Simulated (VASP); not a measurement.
# NbVTe4 (Cmmm) in VASP: single point with PBE

Aim: the single point of NbVTe4 with PBE.

Program: VASP 6.6.1. These are calculated values, not measurements. Logs are shortened: lines on timing, memory, paths and dates and some standing lists are left out, and cuts for length are marked.

## 1. The cell of the first run

It takes space group Cmmm (No. 65, orthorhombic). Conventional cell: a = 6.251 Å, b = 7.368 Å, c = 6.950 Å, α = 90.00°, β = 90.00°, γ = 90.00°. Nb (site symmetry mmm) has 8 Te at 2.96 Å and 2 V at 3.47 Å within 3.9 Å. V (site symmetry mmm) has 8 Te at 3.00 Å and 2 Nb at 3.47 Å within 3.9 Å. Te (site symmetry 2) has 2 Nb at 2.96 Å and 2 V at 3.00 Å and 6 Te at 3.13 to 3.68 Å within 3.9 Å.

The cell was built from a structure type or drawn by symmetry, and may not be a known phase.

## 2. Single point, PBE, collinear spin, ferromagnetic start

File INCAR:

```
PREC     = Accurate       # precision mode
ENCUT    = 520            # plane-wave cutoff, eV
EDIFF    = 1E-6           # SCF threshold, eV
ISMEAR   = 0              # smearing method
SIGMA    = 0.2            # smearing width, eV
LREAL    = F              # projectors in reciprocal space
LASPH    = T              # aspherical terms in the spheres
NELM     = 150            # most SCF steps
ALGO     = Normal         # electronic algorithm
ISIF     = 2              # what is computed and relaxed
LWAVE    = F              # write WAVECAR
LCHARG   = F              # write CHGCAR
ISPIN    = 2              # spin polarisation
MAGMOM   = 0 2 0 0 0 0    # initial moments
LORBIT   = 11             # projections on sites
LMAXMIX  = 4              # l up to which the mixer works
GGA      = PE             # functional
NBANDS   = 38             # bands
```

File KPOINTS:

```
Automatic mesh
0
Gamma
  4 4 2
```

File POSCAR:

```
NbVTe4
1.0
    3.1254686834     -3.6842339825      0.0000000000
    3.1254686834      3.6842339825      0.0000000000
    0.0000000000      0.0000000000      6.9496757916
Nb V Te
1 1 4
Direct
    0.0000000000      0.0000000000      0.5000000000
    0.0000000000      0.0000000000      0.0000000000
    0.5000000000      0.0000000000      0.7450203429
    0.0000000000      0.5000000000      0.2549796571
    0.5000000000      0.0000000000      0.2549796571
    0.0000000000      0.5000000000      0.7450203429
```

Potentials or basis: VASP PAW PBE potentials, release 64 (Nb_sv, V_sv, Te).

Command:

```bash
cat potpaw_PBE.64/Nb_sv/POTCAR potpaw_PBE.64/V_sv/POTCAR potpaw_PBE.64/Te/POTCAR > POTCAR
mpirun -np 1 vasp_std > vasp.out
```

OUTCAR:

```text
PREC = Accurate
   ENCUT = 520
   EDIFF = 1E-6
   ISMEAR = 0
   LREAL = F
   LASPH = T
   NELM = 150
   ISIF = 2
   ISPIN = 2
   LORBIT = 11
   GGA = PE

 ion  position               nearest neighbor table
   1  0.000  0.000  0.500-   3 2.96   4 2.96   5 2.96   6 2.96   4 2.96   6 2.96   3 2.96   5 2.96

   2  0.000  0.000  0.000-   3 3.00   4 3.00   5 3.00   6 3.00   4 3.00   6 3.00   3 3.00   5 3.00

   3  0.500  0.000  0.745-   1 2.96   1 2.96   2 3.00   2 3.00   6 3.13   6 3.13   5 3.41   5 3.54

   4  0.000  0.500  0.255-   1 2.96   1 2.96   2 3.00   2 3.00   5 3.13   5 3.13   6 3.41   6 3.54

   5  0.500  0.000  0.255-   1 2.96   1 2.96   2 3.00   2 3.00   4 3.13   4 3.13   3 3.41   3 3.54

   6  0.000  0.500  0.745-   1 2.96   1 2.96   2 3.00   2 3.00   3 3.13   3 3.13   4 3.41   4 3.54

  LATTYP: Found a base centered orthorhombic cell.
 ALAT       =     6.2509373668
 B/A-ratio  =     1.1787780828
 C/A-ratio  =     1.1117813831

  Lattice vectors:

 A1 = (   3.1254686834,  -3.6842339825,   0.0000000000)
 A2 = (   3.1254686834,   3.6842339825,   0.0000000000)
 A3 = (   0.0000000000,   0.0000000000,   6.9496757916)

Analysis of symmetry for initial positions (statically):
=====================================================================
 Subroutine PRICEL returns:
 Original cell was already a primitive cell.

 Routine SETGRP: Setting up the symmetry group for a
 base centered orthorhombic supercell.

 Subroutine GETGRP returns: Found  8 space group operations
 (whereof  8 operations were pure point group operations)
 out of a pool of  8 trial point group operations.

The static configuration has the point symmetry D_2h.

Analysis of symmetry for dynamics (positions and initial velocities):
=====================================================================
 Subroutine PRICEL returns:
 Original cell was already a primitive cell.

 Routine SETGRP: Setting up the symmetry group for a
 base centered orthorhombic supercell.

 Subroutine GETGRP returns: Found  8 space group operations
 (whereof  8 operations were pure point group operations)
 out of a pool of  8 trial point group operations.

The dynamic configuration has the point symmetry D_2h.

Analysis of structural, dynamic, and magnetic symmetry:
=====================================================================
 Subroutine PRICEL returns:
 Original cell was already a primitive cell.

 Routine SETGRP: Setting up the symmetry group for a
 base centered orthorhombic supercell.

 Subroutine GETGRP returns: Found  8 space group operations
 (whereof  8 operations were pure point group operations)
 out of a pool of  8 trial point group operations.

The overall configuration has the point symmetry D_2h.

 Subroutine INISYM returns: Found  8 space group operations
 (whereof  8 operations are pure point group operations),
 and found     1 'primitive' translations

----------------------------------------------------------------------------------------

                                     Primitive cell

  volume of cell :     160.0504

  direct lattice vectors                    reciprocal lattice vectors
     3.125468683 -3.684233982  0.000000000     0.159976007 -0.135713422  0.000000000
     3.125468683  3.684233982  0.000000000     0.159976007  0.135713422  0.000000000
     0.000000000  0.000000000  6.949675792     0.000000000  0.000000000  0.143891604

  length of vectors
     4.831369840  4.831369840  6.949675792     0.209786691  0.209786691  0.143891604

  position of ions in fractional coordinates (direct lattice)
     0.000000000  0.000000000  0.500000000
     0.000000000  0.000000000  0.000000000
     0.500000000  0.000000000  0.745020343
     0.000000000  0.500000000  0.254979657
     0.500000000  0.000000000  0.254979657
     0.000000000  0.500000000  0.745020343
[... 40 lines left out ...]
  0.500000 -0.000000  0.000000      2.000000
  0.250000  0.250000  0.000000      2.000000
  0.500000  0.250000  0.000000      4.000000
 -0.250000  0.250000  0.000000      2.000000
  0.500000  0.500000  0.000000      1.000000
  0.000000  0.000000  0.500000      1.000000
  0.250000 -0.000000  0.500000      4.000000
  0.500000 -0.000000  0.500000      2.000000
  0.250000  0.250000  0.500000      2.000000
  0.500000  0.250000  0.500000      4.000000
 -0.250000  0.250000  0.500000      2.000000
  0.500000  0.500000  0.500000      1.000000
   k-points           NKPTS =     14   k-points in BZ     NKDIM =     14   number of bands    NBANDS=     38
   number of dos      NEDOS =    301   number of ions     NIONS =      6
   total plane-waves  NPLWV =  69984
   dimension x,y,z NGX =    36 NGY =   36 NGZ =   54
   dimension x,y,z NGXF=    72 NGYF=   72 NGZF=  108
   ions per type =               1   1   4
   NGX,Y,Z   is equivalent  to a cutoff of  12.39, 12.39, 12.92 a.u.
   NGXF,Y,Z  is equivalent  to a cutoff of  24.77, 24.77, 25.84 a.u.
 SYSTEM =  unknown system
   PREC   = accura    normal or accurate (medium, high low for compatibility)
   ISTART =      0    job   : 0-new  1-cont  2-samecut
   ICHARG =      2    charge: 1-file 2-atom 10-const
   ISPIN  =      2    spin polarized calculation?
   LNONCOLLINEAR =      F non collinear calculations
   LSORBIT =      F    spin-orbit coupling
   LASPH  =      T    aspherical Exc in radial PAW
   ENCUT  =  520.0 eV  38.22 Ry    6.18 a.u.   8.98  8.98 12.92*2*pi/ulx,y,z
   NELM   =    150;   NELMIN=  2; NELMDL= -5     # of ELM steps
   EDIFF  = 0.1E-05   stopping-criterion for ELM
   LREAL  =      F    real-space projection
   EDIFFG = 0.1E-04   stopping-criterion for IOM
   NSW    =      0    number of steps for IOM
   IBRION =     -1    ionic relax: 0-MD 1-quasi-New 2-CG
   NFREE  =      0    steps in history (QN), initial steepest desc. (CG)
   ISIF   =      2    stress and relaxation
   ISYM   =      2    0-nonsym 1-usesym 2-fastsym
   POTIM  = 0.5000    time-step for ionic-motion
   TEBEG  =    0.0;   TEEND  =   0.0 temperature during run
   PSTRESS=    0.0 pullay stress
   NELECT =      50.0000    total number of electrons
   NUPDOWN=      -1.0000    fix difference up-down
   EMIN   =  10.00;   EMAX   =-10.00  energy-range for DOS
   EFERMI =   0.00;   METHOD = LEGACY
   ISMEAR =     0;   SIGMA  =   0.20  broadening in eV -4-tet -1-fermi 0-gaus
   EFERMI_NEDOS =   21; number of points for ismear=-14 and -15
   IALGO  =     38    algorithm
   IMIX   =      4    mixing-type and parameters
     AMIX     =   0.40;   BMIX     =  1.00
     AMIX_MAG =   1.60;   BMIX_MAG =  1.00
  volume/ion in A,a.u.               =      26.68       180.01
  Fermi-wavevector in a.u.,A,eV,Ry     =   1.110826  2.099156 16.788684  1.233933
  Thomas-Fermi vector in A             =   2.247382
   LORBIT       =     11    0 simple, 1 ext, 2 COOP (PROOUT), +10 PAW based schemes
   GGA     = PE    functional components
   LHFCALC =     F    Hartree Fock is set to
   AEXX    =    0.0000 exact exchange contribution
   IVDW    =     0    specifies the selected vdW correction
   LEPSILON=     F    determine dielectric tensor
   LRPA    =     F    only Hartree local field effects (RPA)
 spin polarized calculation
 Gauss-broadening in eV      SIGMA  =   0.20
  energy-cutoff  :      520.00
  volume of cell :      160.05
 maximum number of plane-waves:      4332
   NGX = 17   NGY = 17   NGZ = 25

 number of electron      50.0000000 magnetization       2.2224387

 Free energy of the ion-electron system (eV)
  ---------------------------------------------------
  ext. energy  EPLUGINS =         0.00000000
  ---------------------------------------------------
  free energy    TOTEN  =       -30.83586450 eV

  energy without entropy =      -30.70685416  energy(sigma->0) =      -30.77135933

 E-fermi :   7.8157     XC(G=0):  -9.9830

 val. band max:        7.7982406342   @ k =   0.5000   0.5000   0.0000
 cond. band min:       7.8165152546   @ k =   0.2500   0.2500   0.0000
 fundamental gap:      0.0182746204
 Fermi energy:         7.8156841437

 spin component 1

 k-point     1 :       0.0000    0.0000    0.0000
  band No.  band energies     occupation
      1     -57.2690      1.00000
      2     -47.4667      1.00000
      3     -31.1882      1.00000
      4     -31.1629      1.00000
      5     -31.1399      1.00000
      6     -23.6071      1.00000
[... 549 lines left out ...]
     36      11.8815      0.00000
     37      12.3405      0.00000
 Fermi energy:         7.8156841437

 spin component 2

 k-point     1 :       0.0000    0.0000    0.0000
  band No.  band energies     occupation
      1     -54.8121      1.00000
      2     -47.6992      1.00000
      3     -28.7611      1.00000
      4     -28.7552      1.00000
      5     -28.6570      1.00000
      6     -23.8074      1.00000
[... 549 lines left out ...]
     36      11.7571      0.00000
     37      12.7576      0.00000
 [bands above 37 left out]

------------------------ aborting loop because EDIFF is reached ----------------------------------------

  FORCE on cell =-STRESS in cart. coord.  units (eV):
  Direction    XX          YY          ZZ          XY          YZ          ZX
  --------------------------------------------------------------------------------------
  -------------------------------------------------------------------------------------
  Total        0.2607264      0.5299641     -0.4880940      0.0000000      0.0000000      0.0000000
  in kB        2.6099892      5.3051806     -4.8860412      0.0000000      0.0000000      0.0000000
  external PRESSURE =       1.0097095 kB  Pullay stress =       0.0000000 kB

 VOLUME and BASIS-vectors are now :
 -----------------------------------------------------------------------------
  energy-cutoff  :      520.00
  volume of cell :      160.05
      direct lattice vectors                 reciprocal lattice vectors
     3.125468683 -3.684233982  0.000000000     0.159976007 -0.135713422  0.000000000
     3.125468683  3.684233982  0.000000000     0.159976007  0.135713422  0.000000000
     0.000000000  0.000000000  6.949675792     0.000000000  0.000000000  0.143891604

 POSITION                                       TOTAL-FORCE (eV/Angst)
 -----------------------------------------------------------------------------------
      0.00000      0.00000      3.47484         0.000000      0.000000     -0.000000
      0.00000      0.00000      0.00000         0.000000      0.000000     -0.000000
      1.56273     -1.84212      5.17765         0.000000     -0.000000     -0.045753
      1.56273      1.84212      1.77203        -0.000000      0.000000      0.045753
      1.56273     -1.84212      1.77203         0.000000      0.000000      0.045753
      1.56273      1.84212      5.17765        -0.000000     -0.000000     -0.045753
 -----------------------------------------------------------------------------------
    total drift:                                0.000000      0.000000     -0.000000

  FREE ENERGIE OF THE ION-ELECTRON SYSTEM (eV)
  ---------------------------------------------------
  free  energy   TOTEN  =       -30.8358644993 eV

  energy  without entropy=      -30.7068541554  energy(sigma->0) =      -30.77135933

 total charge

# of ion       s       p       d       tot
------------------------------------------
    1        2.131   5.957   2.511  10.599
    2        2.152   6.070   3.118  11.340
    3        1.398   1.912   0.056   3.366
    4        1.398   1.912   0.056   3.366
    5        1.398   1.912   0.056   3.366
    6        1.398   1.912   0.056   3.366
--------------------------------------------------
tot          9.877  19.673   5.852  35.402

 magnetization (x)

# of ion       s       p       d       tot
------------------------------------------
    1        0.004  -0.009  -0.347  -0.353
    2        0.038   0.021   2.459   2.518
    3        0.001  -0.046   0.006  -0.039
    4        0.001  -0.046   0.006  -0.039
    5        0.001  -0.046   0.006  -0.039
    6        0.001  -0.046   0.006  -0.039
--------------------------------------------------
tot          0.047  -0.174   2.135   2.008
```

Wall time 2 min (1 thread of Intel Xeon 6975P-C (Granite Rapids), shared host); peak memory 0.37 GiB.

What came out:

```yaml
Free_energy: -30.8359 eV
Pressure: 0.1 GPa
Largest_force: 0.046 eV/Å
Net_moment: 2.22 μB per cell
Site_moments: Nb -0.35; V +2.52; Te -0.04 μB
Valence_electrons_inside_the_program's_atomic_spheres: Nb 10.60; V 11.34; Te 3.37
```

Forces on the atoms (eV/Å):
```
Nb   0.000  0.000  0.000
V    0.000  0.000  0.000
Te   0.000  0.000 -0.046
Te   0.000  0.000  0.046
Te   0.000  0.000  0.046
Te   0.000  0.000 -0.046
```

Stress tensor (GPa, compression positive):
```
 0.26  0.00  0.00
 0.00  0.53  0.00
 0.00  0.00 -0.49
```

Levels at points of the mesh, in eV from the Fermi level:
Spin up:
```
           k point  band 23  band 24  band 25  band 26  band 27  band 28  band 29  band 30
(0.00, 0.00, 0.00)    -0.68    -0.34    -0.19    -0.11     0.33     1.08     1.49     1.61
(0.50, 0.00, 0.00)    -1.31    -1.20    -0.75    -0.55    -0.25     0.05     0.32     0.62
(0.50, 0.50, 0.00)    -1.04    -0.60    -0.54    -0.02     0.12     0.56     0.88     1.81
(0.00, 0.00, 0.50)    -1.01    -0.96    -0.27    -0.17    -0.02     0.60     0.72     1.37
(0.50, 0.00, 0.50)    -2.06    -1.90    -0.79    -0.17    -0.12     0.27     0.45     0.87
(0.50, 0.50, 0.50)    -0.88    -0.58    -0.15     0.24     0.39     0.57     1.40     1.57
```
Spin down:
```
           k point  band 22  band 23  band 24  band 25  band 26  band 27
(0.00, 0.00, 0.00)    -0.67    -0.63     0.88     1.01     1.50     1.55
(0.50, 0.00, 0.00)    -1.36    -1.29    -0.88     0.24     0.30     0.58
(0.50, 0.50, 0.00)    -0.86    -0.57     0.54     0.69     0.84     1.09
(0.00, 0.00, 0.50)    -1.45    -0.71    -0.58     0.54     0.72     1.26
(0.50, 0.00, 0.50)    -2.22    -2.07    -1.93    -0.53     0.79     1.24
(0.50, 0.50, 0.50)    -0.65    -0.54     0.18     1.22     1.39     1.55
```

Caveat: the k points lie up to 0.45 Å⁻¹ apart; spin-orbit coupling is left out, which moves the levels of the heavy elements.
